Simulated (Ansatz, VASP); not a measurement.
**Al2Pt in VASP and in Ansatz**

File INCAR:

```
PREC = Accurate
ENCUT = 520
EDIFF = 1E-6
ISMEAR = -1
SIGMA = 0.08
LREAL = False
LASPH = True
NELM = 60
ALGO = Normal
ISIF = 2
LWAVE = False
LCHARG = True
GGA = CA
LELF = True
LVHAR = True
NBANDS = 15
```

Contents of KPOINTS:

```
regular mesh
0
Gamma
  12 12 12
```

Contents of POSCAR:

```
Al2Pt
1.0
    0.0295500000      2.9697750000      2.9697750000
    2.9697750000      0.0295500000      2.9697750000
    2.9697750000      2.9697750000      0.0295500000
Al Pt
2 1
Direct
    0.2500000000      0.2500000000      0.2500000000
    0.7500000000      0.7500000000      0.7500000000
    0.0000000000      0.0000000000      0.0000000000
```

Input for Ansatz:

```yaml
crystal:
  lattice:
    - [0.02955, 2.969775, 2.969775]
    - [2.969775, 0.02955, 2.969775]
    - [2.969775, 2.969775, 0.02955]
  atoms:
    - { symbol: Al, position: [0.25, 0.25, 0.25] }
    - { symbol: Al, position: [0.75, 0.75, 0.75] }
    - { symbol: Pt, position: [0.0, 0.0, 0.0] }
kpoints:
  mp_grid: { grid: [12, 12, 12] }
  band_path:
    path:
      - [0.0, 0.0, 0.0]
      - [0.5, 0.5, 0.5]
      - [0.247543133, 0.5, 0.752456867]
      - [-0.247543133, 0.247543133, 0.5]
      - [0.0, 0.0, 0.5]
      - [0.0, 0.0, 0.0]
      - [-0.3737715665, 0.0, 0.3737715665]
      - [0.0, 0.3737715665, 0.6262284335]
      - [0.0, 0.5, 0.5]
    npoints: 5
scf:
  occupations: { method: fermi_dirac, width: 0.08 }
hamiltonian:
  xc: lda
  pseudopotentials: { kind: all_electron, lapw: { basis_error: 0.001 } }
output:
  forces: true
  stress: true
  eigenvalues: true
```

Change from the starting cell: equal xy, yz and zx shear strains of +1 %.

Alike in both runs: task single point; functional LDA; k mesh 12 × 12 × 12; occupations fermi-dirac, width 0.08 eV; no spin polarisation.

|  | VASP | Ansatz |
| --- | --- | --- |
| version | VASP 6.6.1 | Ansatz 0.2.0 |
| potentials or method | VASP PAW LDA potentials, release 64 (Al, Pt), cutoff 520 eV | all-electron LAPW, scalar-relativistic |

VASP gave:

| Quantity | Value |
| --- | --- |
| pressure (GPa) | -3.5 |
| traceless stress, the component that is largest in VASP (GPa) | -0.81 |
| rms of the force components (eV/Å) | 0.057 |

Task: Estimate Ansatz's values.

Result: Pressure (GPa): -3.9; traceless stress, the component that is largest in VASP (GPa): -0.80; rms of the force components (eV/Å): 0.056.

LDA's correlation is that of Perdew and Zunger in VASP and of Perdew and Wang (1992) in Ansatz. Atom by atom the forces differ by 0.001 eV/Å (rms over components). Ansatz ran all-electron here, and VASP with PAW potentials.

Neither program's run includes spin-orbit coupling.
